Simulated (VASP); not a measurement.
Write the native input for VASP 6.6.1 that does the following.

```yaml
Task: single point
Functional: PBE
Dispersion: D3(BJ)
Potentials_or_basis: VASP PAW PBE potentials, release 64 (B, N)
Cutoff: 600 eV
k_mesh: 12 × 12 × 12
Occupations: gaussian, width 0.05 eV
Spin: no spin polarisation
Dipole_correction: no
Further_INCAR_settings: ALGO = Normal; EDIFF = 1e-06; NBANDS = 11
```

The structure of BN lies in POSCAR:

```
BN
1.0
    0.0000000000      1.8151741946      1.8151741946
    1.8151741946      0.0000000000      1.8151741946
    1.8151741946      1.8151741946      0.0000000000
B N
1 1
Direct
    0.0000000000      0.0000000000      0.0000000000
    0.7500000000      0.7500000000      0.7500000000
```

These files were run (other wordings do the same):

INCAR

```
SYSTEM = BN
PREC = Accurate
ENCUT = 600
EDIFF = 1E-6
ISMEAR = 0
SIGMA = 0.05
LREAL = .FALSE.
LASPH = .TRUE.
NELM = 120
ALGO = Normal
ISIF = 2
LWAVE = .FALSE.
LCHARG = .TRUE.
GGA = PE
IVDW = 12
LELF = .TRUE.
LVHAR = .TRUE.
NBANDS = 11
GGA_COMPAT = .FALSE.
```

KPOINTS

```
Automatic mesh
0
G
  12 12 12
  0 0 0
```

Potentials or basis: VASP PAW PBE potentials, release 64 (B, N).

Launch:

```sh
$ cat potpaw_PBE.64/B/POTCAR potpaw_PBE.64/N/POTCAR > POTCAR
$ mpirun -np 1 vasp_std > vasp.out
```

It gave:

```yaml
Pressure: -7.3 GPa
Band_gap_on_the_k_mesh: 4.45 eV (least direct gap 8.76 eV)
Dispersion_energy_per_atom: -0.207 eV
```

Caveat: the cell stands under tension.

It took 18 s on 1 thread of Intel Xeon 8259CL, with other jobs on the host, peak memory 0.15 GiB.
